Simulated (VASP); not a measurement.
# Ga in VASP: a series of runs

Ga is run at these levels: PBE-based screened hybrid with 25 % exact exchange, PBE; tasks: single point.

Everything below comes from runs of VASP 6.6.1. Logs are shortened: lines on timing, memory, paths and dates and some standing lists are left out, and cuts for length are marked.

### Step 1. The cell of the first run

Symmetry: P6/mmm, No. 191, hexagonal system. Conventional cell: a = 4.479 Å, b = 4.479 Å, c = 2.784 Å, α = 90.00°, β = 90.00°, γ = 120.00°. Ga (site symmetry -6m2) has 5 Ga at 2.59 to 2.78 Å within 3.4 Å.

This isn't the form of Ga at room conditions, which is orthorhombic.

### Step 2. Single point, PBE-based screened hybrid with 25 % exact exchange

POSCAR

```
Ga
1.0
    4.4789375475      0.0000000000      0.0000000000
   -2.2394738069      3.8788796841      0.0000000000
    0.0000000000      0.0000000000      2.7835131165
Ga
2
Direct
    0.3333300000      0.6666700000      0.5000000000
    0.6666700000      0.3333300000      0.5000000000
```

INCAR.step1

```
SYSTEM = Ga
ALGO = Normal ; EDIFF = 1E-5
ENCUT = 400 ; GGA = PE
GGA_COMPAT = .FALSE. ; ISIF = 2
ISMEAR = -1 ; LASPH = .TRUE.
LREAL = .FALSE. ; LWAVE = .TRUE.
NBANDS = 20 ; NELM = 120
PREC = Accurate ; SIGMA = 0.05
```

INCAR.step2

```
SYSTEM = Ga
AEXX = 0.25 ; ALGO = Normal
EDIFF = 1E-6 ; ENCUT = 400
GGA = PE ; GGA_COMPAT = .FALSE.
HFSCREEN = 0.3 ; ISIF = 2
ISMEAR = -1 ; ISTART = 1
LASPH = .TRUE. ; LCHARG = .TRUE.
LELF = .TRUE. ; LHFCALC = .TRUE.
LREAL = .FALSE. ; LVHAR = .TRUE.
LWAVE = .FALSE. ; NBANDS = 20
NELM = 120 ; PREC = Accurate
PRECFOCK = Normal ; SIGMA = 0.05
```

KPOINTS

```
k-points
0
G
  4 4 5
  0 0 0
```

Potentials or basis: VASP PAW PBE potentials, release 64 (Ga_d).

Launch:

```sh
> cat potpaw_PBE.64/Ga_d/POTCAR > POTCAR
> cp INCAR.step1 INCAR
> mpirun -np 1 vasp_std > vasp.out
> cp INCAR.step2 INCAR
> mpirun -np 1 vasp_std > vasp.out
```

OUTCAR:

```text
SYSTEM = Ga
   AEXX = 0.25
   EDIFF = 1E-6
   ENCUT = 400
   GGA = PE
   HFSCREEN = 0.3
   ISIF = 2
   ISMEAR = -1
   ISTART = 1
   LASPH = .TRUE.
   LHFCALC = .TRUE.
   LREAL = .FALSE.
   NELM = 120
   PREC = Accurate
   PRECFOCK = Normal

 ion  position               nearest neighbor table
   1  0.333  0.667  0.500-   2 2.59   2 2.59   2 2.59
   2  0.667  0.333  0.500-   1 2.59   1 2.59   1 2.59

  LATTYP: Found a hexagonal cell.
 ALAT       =     4.4789375475
 C/A-ratio  =     0.6214672759

  Lattice vectors:

 A1 = (   4.4789375475,   0.0000000000,   0.0000000000)
 A2 = (  -2.2394738069,   3.8788796841,   0.0000000000)
 A3 = (   0.0000000000,   0.0000000000,   2.7835131165)

Analysis of symmetry for initial positions (statically):
=====================================================================
 Subroutine PRICEL returns:
 Original cell was already a primitive cell.

 Routine SETGRP: Setting up the symmetry group for a
 hexagonal supercell.

 Subroutine GETGRP returns: Found  8 space group operations
 (whereof  8 operations were pure point group operations)
 out of a pool of 24 trial point group operations.

The static configuration has the point symmetry D_2h.

Analysis of symmetry for dynamics (positions and initial velocities):
=====================================================================
 Subroutine PRICEL returns:
 Original cell was already a primitive cell.

 Routine SETGRP: Setting up the symmetry group for a
 hexagonal supercell.

 Subroutine GETGRP returns: Found  8 space group operations
 (whereof  8 operations were pure point group operations)
 out of a pool of 24 trial point group operations.

The dynamic configuration has the point symmetry D_2h.

 Subroutine INISYM returns: Found  8 space group operations
 (whereof  8 operations are pure point group operations),
 and found     1 'primitive' translations

----------------------------------------------------------------------------------------

                                     Primitive cell

  volume of cell :      48.3587

  direct lattice vectors                    reciprocal lattice vectors
     4.478937548  0.000000000  0.000000000     0.223267235  0.128903489  0.000000000
    -2.239473807  3.878879684  0.000000000     0.000000000  0.257806398  0.000000000
     0.000000000  0.000000000  2.783513116     0.000000000  0.000000000  0.359258232

  length of vectors
     4.478937548  4.478945248  2.783513116     0.257806841  0.257806398  0.359258232

  position of ions in fractional coordinates (direct lattice)
     0.333330000  0.666670000  0.500000000
     0.666670000  0.333330000  0.500000000

  ion indices of the primitive-cell ions
   primitive index   ion index
                 1           1
                 2           2

----------------------------------------------------------------------------------------

 KPOINTS: k-points

Automatic generation of k-mesh.
 Grid dimensions read from file:
 generate k-points for:    4    4    5

 Generating k-lattice:

  Cartesian coordinates                     Fractional coordinates (reciprocal lattice)
     0.055816809  0.032225872  0.000000000     0.250000000  0.000000000  0.000000000
     0.000000000  0.064451600  0.000000000     0.000000000  0.250000000  0.000000000
     0.000000000  0.000000000  0.071851646     0.000000000  0.000000000  0.200000000

  Length of vectors
     0.064451710  0.064451600  0.071851646

  Shift w.r.t. Gamma in fractional coordinates (k-lattice)
     0.000000000  0.000000000  0.000000000

 Subroutine IBZKPT returns following result:
 ===========================================

 Found     21 irreducible k-points:

 Following reciprocal coordinates:
            Coordinates               Weight
  0.000000  0.000000  0.000000      1.000000
  0.250000  0.000000  0.000000      4.000000
 -0.250000  0.250000  0.000000      2.000000
  0.500000  0.000000  0.000000      2.000000
  0.500000  0.500000  0.000000      1.000000
  0.250000  0.250000  0.000000      2.000000
[... 13 lines left out ...]
  0.250000  0.250000  0.400000      4.000000
 -0.250000  0.500000  0.400000      8.000000
   k-points           NKPTS =     21   k-points in BZ     NKDIM =     80   number of bands    NBANDS=     20
   number of dos      NEDOS =    301   number of ions     NIONS =      2
   total plane-waves  NPLWV =  16200
   dimension x,y,z NGX =    30 NGY =   30 NGZ =   18
   dimension x,y,z NGXF=    60 NGYF=   60 NGZF=   36
   ions per type =               2
   NGX,Y,Z   is equivalent  to a cutoff of  11.14, 11.14, 10.75 a.u.
   NGXF,Y,Z  is equivalent  to a cutoff of  22.27, 22.27, 21.50 a.u.
 SYSTEM =  Ga
   PREC   = accura    normal or accurate (medium, high low for compatibility)
   ISTART =      1    job   : 0-new  1-cont  2-samecut
   ICHARG =      0    charge: 1-file 2-atom 10-const
   ISPIN  =      1    spin polarized calculation?
   LNONCOLLINEAR =      F non collinear calculations
   LSORBIT =      F    spin-orbit coupling
   LASPH  =      T    aspherical Exc in radial PAW
   ENCUT  =  400.0 eV  29.40 Ry    5.42 a.u.   7.30  7.30  4.54*2*pi/ulx,y,z
   NELM   =    120;   NELMIN=  2; NELMDL=  0     # of ELM steps
   EDIFF  = 0.1E-05   stopping-criterion for ELM
   LREAL  =      F    real-space projection
   EDIFFG = 0.1E-04   stopping-criterion for IOM
   NSW    =      0    number of steps for IOM
   IBRION =     -1    ionic relax: 0-MD 1-quasi-New 2-CG
   NFREE  =      0    steps in history (QN), initial steepest desc. (CG)
   ISIF   =      2    stress and relaxation
   ISYM   =      3    0-nonsym 1-usesym 2-fastsym
   POTIM  = 0.5000    time-step for ionic-motion
   TEBEG  =    0.0;   TEEND  =   0.0 temperature during run
   PSTRESS=    0.0 pullay stress
   NELECT =      26.0000    total number of electrons
   NUPDOWN=      -1.0000    fix difference up-down
   EMIN   =  10.00;   EMAX   =-10.00  energy-range for DOS
   EFERMI =   0.00;   METHOD = LEGACY
   ISMEAR =    -1;   SIGMA  =   0.05  broadening in eV -4-tet -1-fermi 0-gaus
   EFERMI_NEDOS =   21; number of points for ismear=-14 and -15
   IALGO  =     38    algorithm
   IMIX   =      1    mixing-type and parameters
     AMIX     =   0.40;   BMIX     =  1.00
     AMIX_MAG =   1.60;   BMIX_MAG =  1.00
  volume/ion in A,a.u.               =      24.18       163.17
  Fermi-wavevector in a.u.,A,eV,Ry     =   1.331193  2.515590 24.110548  1.772075
  Thomas-Fermi vector in A             =   2.460223
   LORBIT       =      0    0 simple, 1 ext, 2 COOP (PROOUT), +10 PAW based schemes
   GGA     = PE    functional components
   LHFCALC =     T    Hartree Fock is set to
   PRECFOCK=normal    Normal, Fast or Accurate (Low or Medium for compatibility)
   ENCUT4O =  -1.0   cutoff for four orbital integrals eV
   NKREDX  =     1    reduce k-point grid by
   NKREDY  =     1    reduce k-point grid by
   NKREDZ  =     1    reduce k-point grid by
   AEXX    =    0.2500 exact exchange contribution
   HFSCREEN=    0.3000 screening length (either q_TF or 0.3 A-1)
   HFSCREENC=   0.3000 screening length for correlation (either q_TF or 0.3 A-1)
   ENCUTFOCK=  -1.0 apply spherical cutoff to Coloumb kernel
   IVDW    =     0    specifies the selected vdW correction
   LEPSILON=     F    determine dielectric tensor
   LRPA    =     F    only Hartree local field effects (RPA)
 non-spin polarized calculation
  energy-cutoff  :      400.00
  volume of cell :       48.36
 maximum number of plane-waves:       903
 NGX is ok and might be reduce to    30
  NGX = 24; NGY = 24; NGZ = 14

 number of electron      25.9999993 magnetization

 Free energy of the ion-electron system (eV)
  ---------------------------------------------------
  ext. energy  EPLUGINS =         0.00000000
  ---------------------------------------------------
  free energy    TOTEN  =        -6.08958276 eV

  energy without entropy =       -6.08105858  energy(sigma->0) =       -6.08532067

 E-fermi :   2.9815     XC(G=0):  -8.0051

 val. band max:        2.5945883295   @ k =   0.0000   0.0000   0.2000
 cond. band min:       3.0362714909   @ k =  -0.2500   0.5000   0.4000
 fundamental gap:      0.4416831615
 Fermi energy:         2.9815076713

 k-point     1 :       0.0000    0.0000    0.0000
  band No.  band energies     occupation
      1     -14.5083      2.00000
      2     -14.2951      2.00000
      3     -14.2951      2.00000
      4     -14.2918      2.00000
      5     -14.1801      2.00000
      6     -14.1801      2.00000
[... 12 lines left out ...]
     19      16.1462      0.00000
     20      19.5414      0.00000

 k-point     2 :       0.2500    0.0000    0.0000
  band No.  band energies     occupation
      1     -14.4944      2.00000
      2     -14.3898      2.00000
      3     -14.3663      2.00000
      4     -14.2690      2.00000
      5     -14.1867      2.00000
      6     -14.1666      2.00000
[... 12 lines left out ...]
     19      16.3884      0.00000
     20      17.8240      0.00000

 k-point     3 :      -0.2500    0.2500    0.0000
  band No.  band energies     occupation
      1     -14.4944      2.00000
      2     -14.3898      2.00000
      3     -14.3663      2.00000
      4     -14.2690      2.00000
      5     -14.1867      2.00000
      6     -14.1665      2.00000
[... 12 lines left out ...]
     19      16.3884      0.00000
     20      17.8241      0.00000

 k-point     4 :       0.5000    0.0000    0.0000
  band No.  band energies     occupation
      1     -14.4613      2.00000
      2     -14.4580      2.00000
      3     -14.4094      2.00000
      4     -14.2764      2.00000
      5     -14.1927      2.00000
      6     -14.1477      2.00000
[... 360 lines left out ...]
 k-point    20 :       0.2500    0.2500    0.4000
  band No.  band energies     occupation
      1     -14.4286      2.00000
      2     -14.3684      2.00000
      3     -14.3214      2.00000
      4     -14.2866      2.00000
      5     -14.2684      2.00000
      6     -14.2113      2.00000
[... 12 lines left out ...]
     19      14.8144      0.00000
     20      15.3639      0.00000

 k-point    21 :      -0.2500    0.5000    0.4000
  band No.  band energies     occupation
      1     -14.4285      2.00000
      2     -14.3684      2.00000
      3     -14.3214      2.00000
      4     -14.2866      2.00000
      5     -14.2684      2.00000
      6     -14.2113      2.00000
[... 12 lines left out ...]
     19      14.8144      0.00000
     20      15.3639      0.00000

------------------------ aborting loop because EDIFF is reached ----------------------------------------

  FORCE on cell =-STRESS in cart. coord.  units (eV):
  Direction    XX          YY          ZZ          XY          YZ          ZX
  --------------------------------------------------------------------------------------
  -------------------------------------------------------------------------------------
  Total       -0.4378978     -0.4377835      0.1157637      0.0001008      0.0000000      0.0000000
  in kB      -14.5080409    -14.5042523      3.8353794      0.0033386      0.0000000      0.0000000
  external PRESSURE =      -8.3923046 kB  Pullay stress =       0.0000000 kB

 VOLUME and BASIS-vectors are now :
 -----------------------------------------------------------------------------
  energy-cutoff  :      400.00
  volume of cell :       48.36
      direct lattice vectors                 reciprocal lattice vectors
     4.478937548  0.000000000  0.000000000     0.223267235  0.128903489  0.000000000
    -2.239473807  3.878879684  0.000000000     0.000000000  0.257806398  0.000000000
     0.000000000  0.000000000  2.783513116     0.000000000  0.000000000  0.359258232

 POSITION                                       TOTAL-FORCE (eV/Angst)
 -----------------------------------------------------------------------------------
     -0.00003      2.58593      1.39176         0.000183     -0.000106      0.000000
      2.23949      1.29295      1.39176        -0.000183      0.000106      0.000000
 -----------------------------------------------------------------------------------
    total drift:                                0.000000      0.000000     -0.000000

  FREE ENERGIE OF THE ION-ELECTRON SYSTEM (eV)
  ---------------------------------------------------
  free  energy   TOTEN  =        -6.0895827576 eV

  energy  without entropy=       -6.0810585769  energy(sigma->0) =       -6.08532067
```

Wall time 42 min (1 thread of Intel Xeon 8259CL, shared host); peak memory 0.26 GiB.

What came out:

```
Free energy            : -6.0896 eV
Pressure               : -0.8 GPa
Band gap on the k mesh : zero (bands 13 and 14 overlap by 2.37 eV)
```

Caveat: the k points lie up to 0.45 Å⁻¹ apart, too coarse for converged energies and pressures of a metal; the PAW data sets were made with another functional, which shifts forces and pressure a little.

### Step 3. Single point, PBE (atoms moved at random)

INCAR

```
PREC = Accurate
ENCUT = 500
EDIFF = 1E-6
ISMEAR = -1
SIGMA = 0.05
LREAL = False
LASPH = True
NELM = 120
ALGO = Normal
ISIF = 2
LWAVE = False
LCHARG = True
GGA = PE
LELF = True
LVHAR = True
NBANDS = 20
GGA_COMPAT = False
```

KPOINTS

```
Automatic mesh
0
Gamma
  7 7 10
```

POSCAR

```
Ga
1.0
    4.4494700000      0.0000000000      0.0000000000
   -2.2247400000      3.8533600000      0.0000000000
    0.0000000000      0.0000000000      2.7652000000
Ga
2
Direct
    0.3396310000      0.6626890000      0.5167170000
    0.6823560000      0.3426560000      0.4895650000
```

Potentials or basis: VASP PAW PBE potentials, release 64 (Ga_d).

Launch:

```sh
> cat potpaw_PBE.64/Ga_d/POTCAR > POTCAR
> mpirun -np 1 vasp_std > vasp.out
```

Run time: 3.4 min. Hardware: 1 thread of AMD EPYC 7R13, shared host; peak memory 0.26 GiB.

The run converged. Its results:

```
Free energy            : -5.5544 eV
Pressure               : 0.2 GPa
Largest force          : 0.254 eV/Å
Band gap on the k mesh : zero (bands 13 and 14 overlap by 3.22 eV)
```

Forces on the atoms (eV/Å):
```
Ga   0.073  0.243  0.017
Ga  -0.073 -0.243 -0.017
```

Stress tensor (GPa, compression positive):
```
 1.68  0.27  0.02
 0.27 -0.31  0.05
 0.02  0.05 -0.78
```

Levels at points of the mesh, in eV from the Fermi level:
```
           k point  band 9  band 10  band 11  band 12  band 13  band 14  band 15  band 16  band 17  band 18
(0.00, 0.00, 0.00)  -14.66   -14.64   -10.01    -1.49    -0.69    -0.41     3.03     3.36     6.15     8.72
(0.00, 0.00, 0.50)  -14.72   -14.52    -5.90    -3.70     2.37     2.68     2.78     3.56     6.51     6.88
```

Caveat: the cell differs from its parent crystal (atoms moved at random).
